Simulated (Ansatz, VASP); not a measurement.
# S: VASP beside Ansatz

```
S
1.0
     0.00000    2.09048    2.09048
     2.09048    0.00000    2.09048
     2.09048    2.09048    0.00000
S
1
Direct
  0.00000 0.00000 0.00000
```

Alike in both runs: task single point; functional PBE; k mesh 18 × 18 × 18; occupations gaussian, width 0.1 eV; no spin polarisation.

|  | VASP | Ansatz |
| --- | --- | --- |
| version | VASP 6.6.1 | Ansatz 0.2.0 |
| potentials or method | VASP PAW PBE potentials, release 64 (S), cutoff 520 eV | scalar-relativistic, plane waves, PAW |
| valence electrons in the cell | 6 | 6 |

```tsv
	VASP	Ansatz	Ansatz less VASP
gap on the k mesh at the Fermi level (eV)	none	none	-
pressure (GPa)	-8.2	-8.1	+0.09
```

A gap of «none» marks a metal or a gap that the smearing closes.
